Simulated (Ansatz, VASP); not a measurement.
LiB2 in VASP and in Ansatz

INCAR

```
ALGO = Normal
EDIFF = 1E-6
ENCUT = 520
GGA = PE
ISIF = 2
ISMEAR = 0
LASPH = True
LCHARG = False
LREAL = False
LWAVE = False
NBANDS = 12
NELM = 80
PREC = Accurate
SIGMA = 0.1
```

The input KPOINTS:

```
k-points
0
Gamma
  6 6 6
```

POSCAR

```
LiB2
1.0
    1.5561432300      0.8984397200      3.9908309700
   -1.5561432300      0.8984397200      3.9908309700
    0.0000000000     -1.7968794300      3.9908309700
Li B
1 2
Direct
    0.0000000000      0.0000000000      0.0000000000
    0.4160641100      0.4160641100      0.4160641100
    0.5839358900      0.5839358900      0.5839358900
```

Input for Ansatz:

```yaml
crystal:
  lattice:
    - [1.55614323, 0.89843972, 3.99083097]
    - [-1.55614323, 0.89843972, 3.99083097]
    - [0.0, -1.79687943, 3.99083097]
  atoms:
    - { symbol: Li, position: [0.0, 0.0, 0.0] }
    - { symbol: B, position: [0.41606411, 0.41606411, 0.41606411] }
    - { symbol: B, position: [0.58393589, 0.58393589, 0.58393589] }
basis:
  ecutwfc: 420
kpoints:
  mp_grid: { grid: [6, 6, 6] }
hamiltonian:
  xc: pbe
scf:
  occupations: { method: gaussian, width: 0.1 }
  lower_state_search: "off"
output:
  forces: true
  stress: true
  eigenvalues: true
```

Alike in both runs: task single point; functional PBE; k mesh 6 × 6 × 6; occupations gaussian, width 0.1 eV; no spin polarisation.

|  | VASP | Ansatz |
| --- | --- | --- |
| version | VASP 6.6.1 | Ansatz 0.2.0 |
| potentials or method | VASP PAW PBE potentials, release 64 (Li_sv, B), cutoff 520 eV | scalar-relativistic, plane waves, PAW |
| valence electrons in the cell | 9 | 9 |

Ansatz gave:

```
gap on the k mesh at the Fermi level (eV) : none
rms of the force components (eV/Å)        : 1.157
```

Q: Which values does VASP return?

A: gap on the k mesh at the Fermi level (eV): none; rms of the force components (eV/Å): 1.169.

Atom by atom the forces differ by 0.012 eV/Å (rms over components). A gap of «none» marks a metal or a gap that the smearing closes.

The k mesh is coarse, so the values compare programs but aren't converged. Noted on VASP's run: the cutoff is short for stress, so the pressure is rough.
